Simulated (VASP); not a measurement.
Here is a VASP 6.6.1 calculation.

The input INCAR:

```
SYSTEM = GaAs5
ALGO     = Normal         ! electronic algorithm
EDIFF    = 1E-6           ! SCF threshold, eV
ENCUT    = 520            ! plane-wave cutoff, eV
GGA      = PE             ! functional
ISIF     = 2              ! what is computed and relaxed
ISMEAR   = 0              ! smearing method
LASPH    = .True.         ! aspherical terms in the spheres
LCHARG   = .False.        ! write CHGCAR
LREAL    = .False.        ! projectors in reciprocal space
LWAVE    = .False.        ! write WAVECAR
NBANDS   = 28             ! bands
NELM     = 100            ! most SCF steps
PREC     = Accurate       ! precision mode
SIGMA    = 0.1            ! smearing width, eV
```

The input KPOINTS:

```
k-points
0
Gamma
  6 6 4
  0 0 0
```

The input POSCAR:

```
GaAs5
1.0
    4.9659806504      0.0000000000      0.0000000000
   -2.4829903252      4.3006653980      0.0000000000
    0.0000000000      0.0000000000      5.8890989245
Ga As
1 5
Direct
    0.0000000000      0.0000000000      0.0000000000
    0.3333333333      0.6666666667      0.7100396765
    0.3333333333      0.6666666667      0.2899603235
    0.6666666667      0.3333333333      0.2899603235
    0.6666666667      0.3333333333      0.7100396765
    0.0000000000      0.0000000000      0.5000000000
```

Potentials or basis: VASP PAW PBE potentials, release 64 (Ga_d, As).

The run is started by

```bash
$ cat potpaw_PBE.64/Ga_d/POTCAR potpaw_PBE.64/As/POTCAR > POTCAR
$ mpirun -np 1 vasp_std > vasp.out
```

Predict the pressure.

0.1 GPa.

What does it give for the band gap on the k mesh?

Zero (band 19 reaches 6.08 eV, above the bottom of band 20 at 3.50 eV).

What does it give for the largest force?

0.040 eV/Å.

Forces in eV/Å, atoms in the order of the input:
```
Ga   0.000  0.000  0.000
As   0.000  0.000  0.040
As   0.000  0.000 -0.040
As   0.000  0.000 -0.040
As   0.000  0.000  0.040
As   0.000  0.000  0.000
```
